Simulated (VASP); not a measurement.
# RbBr (Fm-3m) in VASP: a series of runs

RbBr is run at these levels: HSE06, PBE; tasks: single point.

Everything below comes from runs of VASP 6.6.1. Logs are shortened: lines on timing, memory, paths and dates and some standing lists are left out, and cuts for length are marked.

**1. The cell of the first run**

It takes space group Fm-3m (No. 225, cubic). The conventional cell has a = 6.922 Å, b = 6.922 Å, c = 6.922 Å, α = 90.00°, β = 90.00°, γ = 90.00°. Rb (site symmetry m-3m) has 6 Br at 3.46 Å within 4.5 Å. Br (site symmetry m-3m) has 6 Rb at 3.46 Å within 4.5 Å.

**2. Single point, HSE06**

POSCAR

```
RbBr
1.0
    0.0000000000      3.4608260907      3.4608260907
    3.4608260907      0.0000000000      3.4608260907
    3.4608260907      3.4608260907      0.0000000000
Rb Br
1 1
Direct
    0.0000000000      0.0000000000      0.0000000000
    0.5000000000      0.5000000000      0.5000000000
```

INCAR.step1

```
SYSTEM = RbBr
PREC = Accurate ; ENCUT = 400
EDIFF = 1E-5 ; ISMEAR = 0
SIGMA = 0.01 ; LREAL = .FALSE.
LASPH = .TRUE. ; NELM = 120
ALGO = Normal ; ISIF = 2
LWAVE = .TRUE. ; NBANDS = 15
GGA = PE ; GGA_COMPAT = .FALSE.
```

INCAR.step2

```
SYSTEM = RbBr
PREC = Accurate ; ENCUT = 400
EDIFF = 1E-6 ; ISMEAR = 0
SIGMA = 0.01 ; LREAL = .FALSE.
LASPH = .TRUE. ; NELM = 120
ALGO = Normal ; ISIF = 2
LWAVE = .FALSE. ; LCHARG = .TRUE.
GGA = PE ; LHFCALC = .TRUE.
HFSCREEN = 0.2079 ; PRECFOCK = Normal
LELF = .TRUE. ; LVHAR = .TRUE.
NBANDS = 15 ; ISTART = 1
GGA_COMPAT = .FALSE.
```

KPOINTS

```
regular mesh
0
G
  2 2 2
  0 0 0
```

Potentials or basis: VASP PAW PBE potentials, release 64 (Rb_sv, Br).

Command:

```console
$ cat potpaw_PBE.64/Rb_sv/POTCAR potpaw_PBE.64/Br/POTCAR > POTCAR
$ cp INCAR.step1 INCAR
$ mpirun -np 1 vasp_std > vasp.out
$ cp INCAR.step2 INCAR
$ mpirun -np 1 vasp_std > vasp.out
```

OUTCAR:

```text
SYSTEM = RbBr
   PREC = Accurate
   ENCUT = 400
   EDIFF = 1E-6
   ISMEAR = 0
   LREAL = .FALSE.
   LASPH = .TRUE.
   NELM = 120
   ISIF = 2
   GGA = PE
   LHFCALC = .TRUE.
   HFSCREEN = 0.2079
   PRECFOCK = Normal
   ISTART = 1

 ion  position               nearest neighbor table
   1  0.000  0.000  0.000-   2 3.46   2 3.46   2 3.46   2 3.46   2 3.46   2 3.46
   2  0.500  0.500  0.500-   1 3.46   1 3.46   1 3.46   1 3.46   1 3.46   1 3.46

  LATTYP: Found a face centered cubic cell.
 ALAT       =     6.9216521814

  Lattice vectors:

 A1 = (   0.0000000000,   3.4608260907,   3.4608260907)
 A2 = (   3.4608260907,   0.0000000000,   3.4608260907)
 A3 = (   3.4608260907,   3.4608260907,   0.0000000000)

Analysis of symmetry for initial positions (statically):
=====================================================================
 Subroutine PRICEL returns:
 Original cell was already a primitive cell.

 Routine SETGRP: Setting up the symmetry group for a
 face centered cubic supercell.

 Subroutine GETGRP returns: Found 48 space group operations
 (whereof 48 operations were pure point group operations)
 out of a pool of 48 trial point group operations.

The static configuration has the point symmetry O_h .

Analysis of symmetry for dynamics (positions and initial velocities):
=====================================================================
 Subroutine PRICEL returns:
 Original cell was already a primitive cell.

 Routine SETGRP: Setting up the symmetry group for a
 face centered cubic supercell.

 Subroutine GETGRP returns: Found 48 space group operations
 (whereof 48 operations were pure point group operations)
 out of a pool of 48 trial point group operations.

The dynamic configuration has the point symmetry O_h .

 Subroutine INISYM returns: Found 48 space group operations
 (whereof 48 operations are pure point group operations),
 and found     1 'primitive' translations

----------------------------------------------------------------------------------------

                                     Primitive cell

  volume of cell :      82.9028

  direct lattice vectors                    reciprocal lattice vectors
     0.000000000  3.460826091  3.460826091    -0.144474177  0.144474177  0.144474177
     3.460826091  0.000000000  3.460826091     0.144474177 -0.144474177  0.144474177
     3.460826091  3.460826091  0.000000000     0.144474177  0.144474177 -0.144474177

  length of vectors
     4.894347194  4.894347194  4.894347194     0.250236614  0.250236614  0.250236614

  position of ions in fractional coordinates (direct lattice)
     0.000000000  0.000000000  0.000000000
     0.500000000  0.500000000  0.500000000

  ion indices of the primitive-cell ions
   primitive index   ion index
                 1           1
                 2           2

----------------------------------------------------------------------------------------

 KPOINTS: regular mesh

Automatic generation of k-mesh.
 Grid dimensions read from file:
 generate k-points for:    2    2    2

 Generating k-lattice:

  Cartesian coordinates                     Fractional coordinates (reciprocal lattice)
    -0.072237088  0.072237088  0.072237088     0.500000000  0.000000000  0.000000000
     0.072237088 -0.072237088  0.072237088     0.000000000  0.500000000  0.000000000
     0.072237088  0.072237088 -0.072237088     0.000000000  0.000000000  0.500000000

  Length of vectors
     0.125118307  0.125118307  0.125118307

  Shift w.r.t. Gamma in fractional coordinates (k-lattice)
     0.000000000  0.000000000  0.000000000

 Subroutine IBZKPT returns following result:
 ===========================================

 Found      3 irreducible k-points:

 Following reciprocal coordinates:
            Coordinates               Weight
  0.000000  0.000000  0.000000      1.000000
  0.500000  0.000000  0.000000      4.000000
  0.500000  0.500000  0.000000      3.000000
   k-points           NKPTS =      3   k-points in BZ     NKDIM =      8   number of bands    NBANDS=     15
   number of dos      NEDOS =    301   number of ions     NIONS =      2
   total plane-waves  NPLWV =  32768
   dimension x,y,z NGX =    32 NGY =   32 NGZ =   32
   dimension x,y,z NGXF=    64 NGYF=   64 NGZF=   64
   ions per type =               1   1
   NGX,Y,Z   is equivalent  to a cutoff of  10.87, 10.87, 10.87 a.u.
   NGXF,Y,Z  is equivalent  to a cutoff of  21.74, 21.74, 21.74 a.u.
 SYSTEM =  RbBr
   PREC   = accura    normal or accurate (medium, high low for compatibility)
   ISTART =      1    job   : 0-new  1-cont  2-samecut
   ICHARG =      0    charge: 1-file 2-atom 10-const
   ISPIN  =      1    spin polarized calculation?
   LNONCOLLINEAR =      F non collinear calculations
   LSORBIT =      F    spin-orbit coupling
   LASPH  =      T    aspherical Exc in radial PAW
   ENCUT  =  400.0 eV  29.40 Ry    5.42 a.u.   7.98  7.98  7.98*2*pi/ulx,y,z
   NELM   =    120;   NELMIN=  2; NELMDL=  0     # of ELM steps
   EDIFF  = 0.1E-05   stopping-criterion for ELM
   LREAL  =      F    real-space projection
   EDIFFG = 0.1E-04   stopping-criterion for IOM
   NSW    =      0    number of steps for IOM
   IBRION =     -1    ionic relax: 0-MD 1-quasi-New 2-CG
   NFREE  =      0    steps in history (QN), initial steepest desc. (CG)
   ISIF   =      2    stress and relaxation
   ISYM   =      3    0-nonsym 1-usesym 2-fastsym
   POTIM  = 0.5000    time-step for ionic-motion
   TEBEG  =    0.0;   TEEND  =   0.0 temperature during run
   PSTRESS=    0.0 pullay stress
   NELECT =      16.0000    total number of electrons
   NUPDOWN=      -1.0000    fix difference up-down
   EMIN   =  10.00;   EMAX   =-10.00  energy-range for DOS
   EFERMI =   0.00;   METHOD = LEGACY
   ISMEAR =     0;   SIGMA  =   0.01  broadening in eV -4-tet -1-fermi 0-gaus
   EFERMI_NEDOS =   21; number of points for ismear=-14 and -15
   IALGO  =     38    algorithm
   IMIX   =      1    mixing-type and parameters
     AMIX     =   0.40;   BMIX     =  1.00
     AMIX_MAG =   1.60;   BMIX_MAG =  1.00
  volume/ion in A,a.u.               =      41.45       279.73
  Fermi-wavevector in a.u.,A,eV,Ry     =   0.946074  1.787820 12.177973  0.895056
  Thomas-Fermi vector in A             =   2.074037
   LORBIT       =      0    0 simple, 1 ext, 2 COOP (PROOUT), +10 PAW based schemes
   GGA     = PE    functional components
   LHFCALC =     T    Hartree Fock is set to
   PRECFOCK=normal    Normal, Fast or Accurate (Low or Medium for compatibility)
   ENCUT4O =  -1.0   cutoff for four orbital integrals eV
   NKREDX  =     1    reduce k-point grid by
   NKREDY  =     1    reduce k-point grid by
   NKREDZ  =     1    reduce k-point grid by
   AEXX    =    0.2500 exact exchange contribution
   HFSCREEN=    0.2079 screening length (either q_TF or 0.3 A-1)
   HFSCREENC=   0.2079 screening length for correlation (either q_TF or 0.3 A-1)
   ENCUTFOCK=  -1.0 apply spherical cutoff to Coloumb kernel
   IVDW    =     0    specifies the selected vdW correction
   LEPSILON=     F    determine dielectric tensor
   LRPA    =     F    only Hartree local field effects (RPA)
 non-spin polarized calculation
 Gauss-broadening in eV      SIGMA  =   0.01
  energy-cutoff  :      400.00
  volume of cell :       82.90
 maximum number of plane-waves:      1524
 NGX is ok and might be reduce to    32
  NGX = 24; NGY = 24; NGZ = 24

 number of electron      15.9999998 magnetization

 Free energy of the ion-electron system (eV)
  ---------------------------------------------------
  ext. energy  EPLUGINS =         0.00000000
  ---------------------------------------------------
  free energy    TOTEN  =        -7.05005472 eV

  energy without entropy =       -7.05005472  energy(sigma->0) =       -7.05005472

 E-fermi :  -2.6251     XC(G=0):  -5.9705

 val. band max:       -2.7124637827   @ k =   0.0000   0.0000   0.0000
 cond. band min:       2.7516782509   @ k =   0.0000   0.0000   0.0000
 fundamental gap:      5.4641420336
 Fermi energy:        -2.6250954487

 k-point     1 :       0.0000    0.0000    0.0000
  band No.  band energies     occupation
      1     -28.9026      2.00000
      2     -15.8491      2.00000
      3     -11.8173      2.00000
      4     -11.8173      2.00000
      5     -11.8173      2.00000
      6      -2.7125      2.00000
      7      -2.7125      2.00000
      8      -2.7125      2.00000
      9       2.7517      0.00000
     10       5.8098      0.00000
     11       5.8098      0.00000
     12       5.8098      0.00000
     13       6.7603      0.00000
     14       6.7603      0.00000
     15       9.3348      0.00000

 k-point     2 :       0.5000    0.0000    0.0000
  band No.  band energies     occupation
      1     -28.8938      2.00000
      2     -15.8868      2.00000
      3     -11.8215      2.00000
      4     -11.8215      2.00000
      5     -11.7633      2.00000
      6      -3.6616      2.00000
      7      -3.0501      2.00000
      8      -3.0501      2.00000
      9       5.1781      0.00000
     10       6.1541      0.00000
     11       8.0852      0.00000
     12       8.0852      0.00000
     13       8.6350      0.00000
     14       8.6350      0.00000
     15       9.4533      0.00000

 k-point     3 :       0.5000    0.5000    0.0000
  band No.  band energies     occupation
      1     -28.8912      2.00000
      2     -15.7942      2.00000
      3     -11.9864      2.00000
      4     -11.8847      2.00000
      5     -11.8847      2.00000
      6      -3.1883      2.00000
      7      -2.8746      2.00000
      8      -2.8746      2.00000
      9       4.0728      0.00000
     10       5.5933      0.00000
     11       7.5679      0.00000
     12       7.8490      0.00000
     13       8.0469      0.00000
     14       9.5008      0.00000
     15       9.5008      0.00000

------------------------ aborting loop because EDIFF is reached ----------------------------------------

  FORCE on cell =-STRESS in cart. coord.  units (eV):
  Direction    XX          YY          ZZ          XY          YZ          ZX
  --------------------------------------------------------------------------------------
  -------------------------------------------------------------------------------------
  Total        0.2047525      0.2047525      0.2047525      0.0000000      0.0000000     -0.0000000
  in kB        3.9570399      3.9570399      3.9570399      0.0000000      0.0000000     -0.0000000
  external PRESSURE =       3.9570399 kB  Pullay stress =       0.0000000 kB

 VOLUME and BASIS-vectors are now :
 -----------------------------------------------------------------------------
  energy-cutoff  :      400.00
  volume of cell :       82.90
      direct lattice vectors                 reciprocal lattice vectors
     0.000000000  3.460826091  3.460826091    -0.144474177  0.144474177  0.144474177
     3.460826091  0.000000000  3.460826091     0.144474177 -0.144474177  0.144474177
     3.460826091  3.460826091  0.000000000     0.144474177  0.144474177 -0.144474177

 POSITION                                       TOTAL-FORCE (eV/Angst)
 -----------------------------------------------------------------------------------
      0.00000      0.00000      0.00000        -0.000000     -0.000000     -0.000000
      3.46083      3.46083      3.46083         0.000000      0.000000      0.000000
 -----------------------------------------------------------------------------------
    total drift:                               -0.000000     -0.000000     -0.000000

  FREE ENERGIE OF THE ION-ELECTRON SYSTEM (eV)
  ---------------------------------------------------
  free  energy   TOTEN  =        -7.0500547218 eV

  energy  without entropy=       -7.0500547218  energy(sigma->0) =       -7.05005472
```

Wall time 51 s (1 thread of Intel Xeon 8259CL, shared host); peak memory 0.27 GiB.

Results:

```
Free energy            : -7.0501 eV
Pressure               : 0.4 GPa
Band gap on the k mesh : 5.46 eV
```

Levels at points of the mesh, in eV from the valence-band top:
```csv
k point,band 6,band 7,band 8,band 9,band 10,band 11
"(0.00, 0.00, 0.00)",0.00,0.00,0.00,5.46,8.52,8.52
"(0.50, 0.00, 0.00)",-0.95,-0.34,-0.34,7.89,8.87,10.80
"(0.50, 0.50, 0.00)",-0.48,-0.16,-0.16,6.79,8.31,10.28
```

Caveat: the k points lie up to 0.79 Å⁻¹ apart; the PAW data sets were made with another functional, which shifts forces and pressure a little.

**3. Single point, PBE**

INCAR

```
PREC     = Accurate       # precision mode
ENCUT    = 500            # plane-wave cutoff, eV
EDIFF    = 1E-6           # SCF threshold, eV
ISMEAR   = 0              # smearing method
SIGMA    = 0.01           # smearing width, eV
LREAL    = False          # projectors in reciprocal space
LASPH    = True           # aspherical terms in the spheres
NELM     = 120            # most SCF steps
ALGO     = Normal         # electronic algorithm
ISIF     = 2              # what is computed and relaxed
LWAVE    = False          # write WAVECAR
LCHARG   = False          # write CHGCAR
GGA      = PE             # functional
NBANDS   = 15             # bands
ISYM     = 0            
GGA_COMPAT= False
```

KPOINTS

```
regular mesh
0
Gamma
  4 4 4
```

POSCAR is that of step 2.

Potentials or basis: VASP PAW PBE potentials, release 64 (Rb_sv, Br).

Command:

```console
$ cat potpaw_PBE.64/Rb_sv/POTCAR potpaw_PBE.64/Br/POTCAR > POTCAR
$ mpirun -np 1 vasp_std > vasp.out
```

It took 67 s on 1 thread of Intel Xeon 8259CL, shared host; peak memory 0.22 GiB.

Results (log left out):

```yaml
Free_energy: -6.1091 eV
Pressure: 0.6 GPa
Band_gap_on_the_k_mesh: 4.29 eV
```

Levels at points of the mesh, in eV from the valence-band top:
```
           k point  band 4  band 5  band 6  band 7  band 8  band 9  band 10  band 11  band 12  band 13
(0.00, 0.00, 0.00)   -8.55   -8.55    0.00    0.00    0.00    4.29     7.27     7.27     7.27     8.14
(0.50, 0.00, 0.00)   -8.56   -8.51   -0.94   -0.33   -0.33    6.74     7.61     9.40     9.40    10.07
(0.00, 0.50, 0.00)   -8.56   -8.51   -0.94   -0.33   -0.33    6.74     7.61     9.40     9.40    10.07
(0.00, 0.00, 0.50)   -8.56   -8.51   -0.94   -0.33   -0.33    6.74     7.61     9.40     9.40    10.07
(0.50, 0.50, 0.50)   -8.56   -8.51   -0.94   -0.33   -0.33    6.74     7.61     9.40     9.40    10.07
(0.50, 0.50, 0.00)   -8.62   -8.62   -0.47   -0.16   -0.16    5.64     7.02     9.05     9.15     9.32
(0.00, 0.50, 0.50)   -8.62   -8.62   -0.47   -0.16   -0.16    5.64     7.02     9.05     9.15     9.32
(0.50, 0.00, 0.50)   -8.62   -8.62   -0.47   -0.16   -0.16    5.64     7.02     9.05     9.15     9.32
```
